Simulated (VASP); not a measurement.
Write the native input for VASP 6.6.1 that does the following.

```yaml
Task: single point
Functional: PBE
Potentials_or_basis: VASP PAW PBE potentials, release 64 (Be)
Cutoff: 520 eV
k_mesh: 20 × 20 × 20
Occupations: fermi-dirac, width 0.08 eV
Spin: no spin polarisation
Dipole_correction: no
Further_INCAR_settings: ALGO = Normal; EDIFF = 1e-06; NBANDS = 9
```

The structure of Be lies in POSCAR:

```
Be
1.0
    0.0000000000      1.6114472540      1.6114472540
    1.6114472540      0.0000000000      1.6114472540
    1.6114472540      1.6114472540      0.0000000000
Be
2
Direct
   -0.1250000000     -0.1250000000     -0.1250000000
    0.1250000000      0.1250000000      0.1250000000
```

This isn't the form of Be at room conditions, which is hcp.

These files were run (other wordings do the same):

INCAR

```
PREC = Accurate
ENCUT = 520
EDIFF = 1E-6
ISMEAR = -1
SIGMA = 0.08
LREAL = False
LASPH = True
NELM = 60
ALGO = Normal
ISIF = 2
LWAVE = False
LCHARG = False
GGA = PE
NBANDS = 9
```

KPOINTS

```
Automatic mesh
0
Gamma
  20 20 20
```

Potentials or basis: VASP PAW PBE potentials, release 64 (Be).

The run is started by

```sh
$ cat potpaw_PBE.64/Be/POTCAR > POTCAR
$ mpirun -np 1 vasp_std > vasp.out
```

Results of the run:

```json
{"Pressure": "425.8 GPa", "Band gap on the k mesh": "zero (bands 2 and 3 overlap by 11.64 eV)"}
```

Caveat: the cell stands under pressure.

Wall time 29 s on 1 thread of Intel Xeon 8259CL (shared host), peak memory 0.13 GiB.
